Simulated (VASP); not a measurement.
# PbF2 in VASP: a series of runs

The runs below take PbF2 through single point, with HSE06.

Program: VASP 6.6.1. These are calculated values, not measurements. Logs are shortened: lines on timing, memory, paths and dates and some standing lists are left out, and cuts for length are marked.

## 1. The cell of the first run

Symmetry: Fm-3m, No. 225, cubic system. Conventional cell: a = 6.034 Å, b = 6.034 Å, c = 6.034 Å, α = 90.00°, β = 90.00°, γ = 90.00°. Within 3.4 Å of Pb (site symmetry m-3m) lie 8 F at 2.61 Å. F (site symmetry -43m) has 4 Pb at 2.61 Å and 6 F at 3.02 Å within 3.4 Å.

## 2. Single point, HSE06 (strain +1.9%)

The input, POSCAR:

```
PbF2
1.0
    0.0000000000      3.0169832742      3.0169832742
    3.0169832742      0.0000000000      3.0169832742
    3.0169832742      3.0169832742      0.0000000000
Pb F
1 2
Direct
    0.0000000000      0.0000000000      0.0000000000
    0.2500000000      0.2500000000      0.2500000000
    0.7500000000      0.7500000000      0.7500000000
```

The input, INCAR.step1:

```
SYSTEM = PbF2
ALGO     = Normal         ! electronic algorithm
EDIFF    = 1E-5           ! SCF threshold, eV
ENCUT    = 520            ! plane-wave cutoff, eV
GGA      = PE             ! functional
ISIF     = 2              ! what is computed and relaxed
ISMEAR   = 0              ! smearing method
KPAR     = 4            
LASPH    = .TRUE.         ! aspherical terms in the spheres
LCHARG   = .FALSE.        ! write CHGCAR
LREAL    = .FALSE.        ! projectors in reciprocal space
LWAVE    = .TRUE.         ! write WAVECAR
NBANDS   = 21             ! bands
NELM     = 60             ! most SCF steps
PREC     = Accurate       ! precision mode
SIGMA    = 0.01           ! smearing width, eV
```

The input, INCAR.step2:

```
SYSTEM = PbF2
ALGO     = Normal         ! electronic algorithm
EDIFF    = 1E-6           ! SCF threshold, eV
ENCUT    = 520            ! plane-wave cutoff, eV
GGA      = PE             ! functional
HFSCREEN = 0.2079         ! screening, 1/A
ISIF     = 2              ! what is computed and relaxed
ISMEAR   = 0              ! smearing method
ISTART   = 1            
KPAR     = 4            
LASPH    = .TRUE.         ! aspherical terms in the spheres
LCHARG   = .FALSE.        ! write CHGCAR
LHFCALC  = .TRUE.         ! exact exchange
LREAL    = .FALSE.        ! projectors in reciprocal space
LWAVE    = .FALSE.        ! write WAVECAR
NBANDS   = 21             ! bands
NELM     = 60             ! most SCF steps
PREC     = Accurate       ! precision mode
PRECFOCK = Normal       
SIGMA    = 0.01           ! smearing width, eV
```

The input, KPOINTS:

```
k-points
0
G
  6 6 6
  0 0 0
```

Potentials or basis: VASP PAW PBE potentials, release 64 (Pb_d, F).

Run with:

```
$ cat potpaw_PBE.64/Pb_d/POTCAR potpaw_PBE.64/F/POTCAR > POTCAR
$ cp INCAR.step1 INCAR
$ mpirun -np 4 vasp_std > vasp.out
$ cp INCAR.step2 INCAR
$ mpirun -np 4 vasp_std > vasp.out
```

OUTCAR:

```text
SYSTEM = PbF2
   EDIFF = 1E-6
   ENCUT = 520
   GGA = PE
   HFSCREEN = 0.2079
   ISIF = 2
   ISMEAR = 0
   ISTART = 1
   LASPH = .TRUE.
   LHFCALC = .TRUE.
   LREAL = .FALSE.
   NELM = 60
   PREC = Accurate
   PRECFOCK = Normal

 ion  position               nearest neighbor table
   1  0.000  0.000  0.000-   3 2.61   3 2.61   3 2.61   2 2.61   3 2.61   2 2.61   2 2.61   2 2.61

   2  0.250  0.250  0.250-   1 2.61   1 2.61   1 2.61   1 2.61
   3  0.750  0.750  0.750-   1 2.61   1 2.61   1 2.61   1 2.61

  LATTYP: Found a face centered cubic cell.
 ALAT       =     6.0339665484

  Lattice vectors:

 A1 = (   0.0000000000,   3.0169832742,   3.0169832742)
 A2 = (   3.0169832742,   0.0000000000,   3.0169832742)
 A3 = (   3.0169832742,   3.0169832742,   0.0000000000)

Analysis of symmetry for initial positions (statically):
=====================================================================
 Subroutine PRICEL returns:
 Original cell was already a primitive cell.

 Routine SETGRP: Setting up the symmetry group for a
 face centered cubic supercell.

 Subroutine GETGRP returns: Found 48 space group operations
 (whereof 48 operations were pure point group operations)
 out of a pool of 48 trial point group operations.

The static configuration has the point symmetry O_h .

Analysis of symmetry for dynamics (positions and initial velocities):
=====================================================================
 Subroutine PRICEL returns:
 Original cell was already a primitive cell.

 Routine SETGRP: Setting up the symmetry group for a
 face centered cubic supercell.

 Subroutine GETGRP returns: Found 48 space group operations
 (whereof 48 operations were pure point group operations)
 out of a pool of 48 trial point group operations.

The dynamic configuration has the point symmetry O_h .

 Subroutine INISYM returns: Found 48 space group operations
 (whereof 48 operations are pure point group operations),
 and found     1 'primitive' translations

----------------------------------------------------------------------------------------

                                     Primitive cell

  volume of cell :      54.9223

  direct lattice vectors                    reciprocal lattice vectors
     0.000000000  3.016983274  3.016983274    -0.165728463  0.165728463  0.165728463
     3.016983274  0.000000000  3.016983274     0.165728463 -0.165728463  0.165728463
     3.016983274  3.016983274  0.000000000     0.165728463  0.165728463 -0.165728463

  length of vectors
     4.266658664  4.266658664  4.266658664     0.287050118  0.287050118  0.287050118

  position of ions in fractional coordinates (direct lattice)
     0.000000000  0.000000000  0.000000000
     0.250000000  0.250000000  0.250000000
     0.750000000  0.750000000  0.750000000

  ion indices of the primitive-cell ions
   primitive index   ion index
                 1           1
                 2           2
                 3           3

----------------------------------------------------------------------------------------

 KPOINTS: k-points

Automatic generation of k-mesh.
 Grid dimensions read from file:
 generate k-points for:    6    6    6

 Generating k-lattice:

  Cartesian coordinates                     Fractional coordinates (reciprocal lattice)
    -0.027621410  0.027621410  0.027621410     0.166666667  0.000000000  0.000000000
     0.027621410 -0.027621410  0.027621410     0.000000000  0.166666667  0.000000000
     0.027621410  0.027621410 -0.027621410     0.000000000  0.000000000  0.166666667

  Length of vectors
     0.047841686  0.047841686  0.047841686

  Shift w.r.t. Gamma in fractional coordinates (k-lattice)
     0.000000000  0.000000000  0.000000000

 Subroutine IBZKPT returns following result:
 ===========================================

 Found     16 irreducible k-points:

 Following reciprocal coordinates:
            Coordinates               Weight
  0.000000  0.000000  0.000000      1.000000
  0.166667  0.000000  0.000000      8.000000
  0.333333  0.000000  0.000000      8.000000
  0.500000  0.000000  0.000000      4.000000
  0.166667  0.166667  0.000000      6.000000
  0.333333  0.166667  0.000000     24.000000
[... 8 lines left out ...]
 -0.333333  0.333333  0.166667     24.000000
 -0.333333  0.500000  0.166667     12.000000
   k-points           NKPTS =     16   k-points in BZ     NKDIM =    216   number of bands    NBANDS=     21
   number of dos      NEDOS =    301   number of ions     NIONS =      3
   total plane-waves  NPLWV =  32768
   dimension x,y,z NGX =    32 NGY =   32 NGZ =   32
   dimension x,y,z NGXF=    64 NGYF=   64 NGZF=   64
   ions per type =               1   2
   NGX,Y,Z   is equivalent  to a cutoff of  12.47, 12.47, 12.47 a.u.
   NGXF,Y,Z  is equivalent  to a cutoff of  24.94, 24.94, 24.94 a.u.
 SYSTEM =  PbF2
   PREC   = accura    normal or accurate (medium, high low for compatibility)
   ISTART =      1    job   : 0-new  1-cont  2-samecut
[... 48 lines left out ...]
  energy-cutoff  :      520.00
  volume of cell :       54.92
 maximum number of plane-waves:      1492
  NGX = 24; NGY = 24; NGZ = 24

 number of electron      28.0000033 magnetization

 Free energy of the ion-electron system (eV)
  ---------------------------------------------------
  ext. energy  EPLUGINS =         0.00000000
  ---------------------------------------------------
  free energy    TOTEN  =       -17.81976013 eV

  energy without entropy =      -17.81976013  energy(sigma->0) =      -17.81976013

 E-fermi :   0.3058     XC(G=0):  -7.5263

 val. band max:        0.2563594018   @ k =  -0.3333   0.5000   0.1667
 cond. band min:       6.0492289420   @ k =   0.5000   0.5000   0.0000
 fundamental gap:      5.7928695402
 Fermi energy:         0.3058201806

 k-point     1 :       0.0000    0.0000    0.0000
  band No.  band energies     occupation
      1     -22.5435      2.00000
      2     -21.9999      2.00000
      3     -15.2579      2.00000
      4     -15.2579      2.00000
      5     -15.2579      2.00000
      6     -15.2019      2.00000
[... 13 lines left out ...]
     20      16.8812      0.00000
     21      19.3178      0.00000

 k-point     2 :       0.1667    0.0000    0.0000
  band No.  band energies     occupation
      1     -22.4985      2.00000
      2     -22.0396      2.00000
      3     -15.2493      2.00000
      4     -15.2493      2.00000
      5     -15.2136      2.00000
      6     -15.2015      2.00000
[... 13 lines left out ...]
     20      16.2567      0.00000
     21      18.2246      0.00000

 k-point     3 :       0.3333    0.0000    0.0000
  band No.  band energies     occupation
      1     -22.3899      2.00000
      2     -22.1364      2.00000
      3     -15.2409      2.00000
      4     -15.2409      2.00000
      5     -15.1920      2.00000
      6     -15.1920      2.00000
[... 13 lines left out ...]
     20      15.6509      0.00000
     21      16.5822      0.00000

 k-point     4 :       0.5000    0.0000    0.0000
  band No.  band energies     occupation
      1     -22.2873      2.00000
      2     -22.2318      2.00000
      3     -15.2408      2.00000
      4     -15.2408      2.00000
      5     -15.1829      2.00000
      6     -15.1829      2.00000
[... 13 lines left out ...]
     20      15.4775      0.00000
     21      15.8478      0.00000

 k-point     5 :       0.1667    0.1667    0.0000
  band No.  band energies     occupation
      1     -22.4852      2.00000
      2     -22.0510      2.00000
      3     -15.2401      2.00000
      4     -15.2401      2.00000
      5     -15.2088      2.00000
      6     -15.2084      2.00000
[... 13 lines left out ...]
     20      17.1635      0.00000
     21      18.3035      0.00000
[... 190 lines left out ...]
     20      18.6684      0.00000
     21      19.0751      0.00000

 k-point    14 :       0.5000    0.3333    0.1667
  band No.  band energies     occupation
      1     -22.3311      2.00000
      2     -22.1830      2.00000
      3     -15.2195      2.00000
      4     -15.2071      2.00000
      5     -15.2012      2.00000
      6     -15.1690      2.00000
[... 13 lines left out ...]
     20      17.6456      0.00000
     21      18.2947      0.00000

 k-point    15 :      -0.3333    0.3333    0.1667
  band No.  band energies     occupation
      1     -22.2610      2.00000
      2     -22.2470      2.00000
      3     -15.2180      2.00000
      4     -15.2058      2.00000
      5     -15.1886      2.00000
      6     -15.1486      2.00000
[... 13 lines left out ...]
     20      18.3295      0.00000
     21      18.3502      0.00000

 k-point    16 :      -0.3333    0.5000    0.1667
  band No.  band energies     occupation
      1     -22.2784      2.00000
      2     -22.2255      2.00000
      3     -15.2220      2.00000
      4     -15.1910      2.00000
      5     -15.1850      2.00000
      6     -15.1576      2.00000
[... 13 lines left out ...]
     20      17.0868      0.00000
     21      18.5536      0.00000

------------------------ aborting loop because EDIFF is reached ----------------------------------------

  FORCE on cell =-STRESS in cart. coord.  units (eV):
  Direction    XX          YY          ZZ          XY          YZ          ZX
  --------------------------------------------------------------------------------------
  -------------------------------------------------------------------------------------
  Total       -0.9417113     -0.9417113     -0.9417113      0.0000000      0.0000000      0.0000000
  in kB      -27.4713295    -27.4713295    -27.4713295      0.0000000      0.0000000      0.0000000
  external PRESSURE =     -27.4713295 kB  Pullay stress =       0.0000000 kB

 VOLUME and BASIS-vectors are now :
 -----------------------------------------------------------------------------
  energy-cutoff  :      520.00
  volume of cell :       54.92
      direct lattice vectors                 reciprocal lattice vectors
     0.000000000  3.016983274  3.016983274    -0.165728463  0.165728463  0.165728463
     3.016983274  0.000000000  3.016983274     0.165728463 -0.165728463  0.165728463
     3.016983274  3.016983274  0.000000000     0.165728463  0.165728463 -0.165728463

 POSITION                                       TOTAL-FORCE (eV/Angst)
 -----------------------------------------------------------------------------------
      0.00000      0.00000      0.00000        -0.000000     -0.000000     -0.000000
      1.50849      1.50849      1.50849         0.000000      0.000000      0.000000
      4.52547      4.52547      4.52547        -0.000000     -0.000000     -0.000000
 -----------------------------------------------------------------------------------
    total drift:                               -0.000000     -0.000001     -0.000001

  FREE ENERGIE OF THE ION-ELECTRON SYSTEM (eV)
  ---------------------------------------------------
  free  energy   TOTEN  =       -17.8197601315 eV

  energy  without entropy=      -17.8197601315  energy(sigma->0) =      -17.81976013
```

It took 9.6 min on 4 MPI ranks of Intel Xeon 6975P-C (Granite Rapids), shared host; peak memory 0.29 GiB.

What came out:

```yaml
Free_energy: -17.8198 eV
Pressure: -2.7 GPa
Band_gap_on_the_k_mesh: 5.79 eV (least direct gap 5.89 eV)
```

Caveat: the cell differs from its parent crystal (strain +1.9%); the structure was generated, so it needn't be the stable form of PbF2; the PAW data sets were made with another functional, which shifts forces and pressure a little; spin-orbit coupling is left out, which moves the levels of the heavy elements.

## 3. Single point, HSE06 (uniaxial z strain -2.9%)

The input, POSCAR:

```
PbF2
1.0
    0.0000000000      2.9604388914      2.8745861635
    2.9604388914      0.0000000000      2.8745861635
    2.9604388914      2.9604388914      0.0000000000
Pb F
1 2
Direct
    0.0000000000      0.0000000000      0.0000000000
    0.2500000000      0.2500000000      0.2500000000
    0.7500000000      0.7500000000      0.7500000000
```

The input, INCAR.step1:

```
  PREC = Accurate
  ENCUT = 520
  EDIFF = 1E-5
  ISMEAR = 0
  SIGMA = 0.01
  LREAL = False
  LASPH = True
  NELM = 80
  ALGO = Normal
  ISIF = 2
  LWAVE = True
  NBANDS = 21
  GGA = PE
  KPAR = 4
```

The input, INCAR.step2:

```
  PREC = Accurate
  ENCUT = 520
  EDIFF = 1E-6
  ISMEAR = 0
  SIGMA = 0.01
  LREAL = False
  LASPH = True
  NELM = 80
  ALGO = Normal
  ISIF = 2
  LWAVE = False
  LCHARG = True
  GGA = PE
  LHFCALC = True
  HFSCREEN = 0.2079
  PRECFOCK = Normal
  LVHAR = True
  NBANDS = 21
  ISTART = 1
  KPAR = 4
```

The input, KPOINTS:

```
Automatic mesh
0
Gamma
  6 6 6
```

Potentials or basis: VASP PAW PBE potentials, release 64 (Pb_d, F).

Run with:

```
$ cat potpaw_PBE.64/Pb_d/POTCAR potpaw_PBE.64/F/POTCAR > POTCAR
$ cp INCAR.step1 INCAR
$ mpirun -np 4 vasp_std > vasp.out
$ cp INCAR.step2 INCAR
$ mpirun -np 4 vasp_std > vasp.out
```

Wall time 21 min (4 MPI ranks of Intel Xeon 6975P-C (Granite Rapids), shared host); peak memory 0.31 GiB.

Results (log left out):

```yaml
Free_energy: -17.8037 eV
Pressure: 3.5 GPa
Band_gap_on_the_k_mesh: 5.60 eV (least direct gap 5.80 eV)
```

Stress tensor (GPa, compression positive):
```
2.94 0.00 0.00
0.00 2.94 0.00
0.00 0.00 4.56
```

Levels at points of the mesh, in eV from the valence-band top:
```csv
k point,band 10,band 11,band 12,band 13,band 14,band 15,band 16,band 17,band 18,band 19
"(0.00, 0.00, 0.00)",-3.40,-3.40,-2.96,-2.96,-2.75,8.07,8.22,8.22,11.98,16.40
"(0.50, 0.00, 0.00)",-3.67,-3.60,-3.09,-3.05,-0.18,6.19,9.18,9.24,14.63,15.15
"(0.50, 0.50, 0.00)",-4.61,-2.45,-2.45,-2.34,-0.30,5.60,9.45,9.45,10.11,16.09
"(0.50, 0.00, 0.50)",-4.53,-2.48,-2.47,-2.33,-0.11,5.68,9.37,9.60,10.09,15.80
```

Caveat: the cell differs from its parent crystal (uniaxial z strain -2.9%); the cell stands under pressure; the structure was generated, so it needn't be the stable form of PbF2; the PAW data sets were made with another functional, which shifts forces and pressure a little; spin-orbit coupling is left out, which moves the levels of the heavy elements.

## 4. Single point, HSE06 (shear xy strain -2.0%)

The input, POSCAR:

```
PbF2
1.0
   -0.0291603231      2.9604388914      2.9604388914
    2.9604388914     -0.0291603231      2.9604388914
    2.9312785683      2.9312785683      0.0000000000
Pb F
1 2
Direct
    0.0000000000      0.0000000000      0.0000000000
    0.2521319600      0.2521319600      0.2478680400
    0.7478680400      0.7478680400      0.7521319600
```

The input, INCAR.step1:

```
SYSTEM = PbF2
PREC = Accurate
ENCUT = 520
EDIFF = 1E-5
ISMEAR = 0
SIGMA = 0.01
LREAL = .FALSE.
LASPH = .TRUE.
NELM = 100
ALGO = Normal
ISIF = 2
LWAVE = .TRUE.
GGA = PE
NBANDS = 21
KPAR = 4
```

The input, INCAR.step2:

```
SYSTEM = PbF2
PREC = Accurate
ENCUT = 520
EDIFF = 1E-6
ISMEAR = 0
SIGMA = 0.01
LREAL = .FALSE.
LASPH = .TRUE.
NELM = 100
ALGO = Normal
ISIF = 2
LWAVE = .FALSE.
LCHARG = .TRUE.
GGA = PE
LHFCALC = .TRUE.
HFSCREEN = 0.2079
PRECFOCK = Normal
LVHAR = .TRUE.
ISTART = 1
NBANDS = 21
KPAR = 4
```

The input, KPOINTS:

```
regular mesh
0
G
  6 6 6
  0 0 0
```

Run with:

```
$ cat potpaw_PBE.64/Pb_d/POTCAR potpaw_PBE.64/F/POTCAR > POTCAR
$ cp INCAR.step1 INCAR
$ mpirun -np 4 vasp_std > vasp.out
$ cp INCAR.step2 INCAR
$ mpirun -np 4 vasp_std > vasp.out
```

It took 33 min on 4 MPI ranks of Intel Xeon 6975P-C (Granite Rapids), shared host; peak memory 0.33 GiB.

The run converged. Its results:

- Free energy: -17.8310 eV
- Pressure: 1.1 GPa
- Largest force: 0.005 eV/Å
- Band gap on the k mesh: 5.75 eV (least direct gap 5.85 eV)

Forces in eV/Å, atoms in the order of the input:
```
Pb   0.000  0.000  0.000
F    0.000  0.000 -0.005
F    0.000  0.000  0.005
```

Stress tensor (GPa, compression positive):
```
1.10 0.44 0.00
0.44 1.10 0.00
0.00 0.00 1.11
```

Levels at points of the mesh, in eV from the valence-band top:
```csv
k point,band 10,band 11,band 12,band 13,band 14,band 15,band 16,band 17,band 18,band 19
"(0.00, 0.00, 0.00)",-3.14,-3.12,-2.62,-2.60,-2.58,8.13,8.23,8.33,11.99,16.72
"(0.50, 0.00, 0.00)",-3.33,-3.31,-2.78,-2.76,-0.09,6.26,9.19,9.25,14.68,15.20
"(0.50, 0.50, 0.00)",-4.19,-2.17,-2.16,-2.15,-0.10,5.75,9.36,9.54,10.25,15.85
"(0.00, 0.00, 0.50)",-3.33,-3.31,-2.81,-2.79,-0.09,6.34,9.14,9.20,14.64,15.13
"(0.50, 0.00, 0.50)",-4.22,-2.16,-2.16,-2.16,-0.10,5.75,9.44,9.45,10.26,15.85
```

Caveat: the cell differs from its parent crystal (shear xy strain -2.0%); the structure was generated, so it needn't be the stable form of PbF2; the PAW data sets were made with another functional, which shifts forces and pressure a little; spin-orbit coupling is left out, which moves the levels of the heavy elements.

## 5. The runs side by side

| cell | gap on the mesh (eV) | pressure (GPa) |
| --- | --- | --- |
| a = 4.267 Å, angles 60.0°, 3 atoms, atomic positions A | 5.79 | -2.7 |
| a = 4.126, b = 4.126, c = 4.187 Å, angles 59.5, 59.5, 61.0°, 3 atoms, atomic positions A | 5.60 | 3.5 |
| a = 4.187, b = 4.187, c = 4.145 Å, angles 60.3, 60.3, 60.7°, 3 atoms, atomic positions B | 5.75 | 1.1 |

Alike in all rows: task single point; level HSE06; potentials or basis VASP PAW PBE potentials, release 64 (Pb_d, F); no spin polarisation; k mesh 6 × 6 × 6; cutoff (eV) 520; smearing gaussian 0.01 eV.

Caveats: the structure was generated, so it needn't be the stable form of PbF2; the PAW data sets were made with another functional, which shifts forces and pressure a little; spin-orbit coupling is left out, which moves the levels of the heavy elements; the cell stands under pressure (at least some runs).

Absolute energies hang on the potentials; compare differences alone.
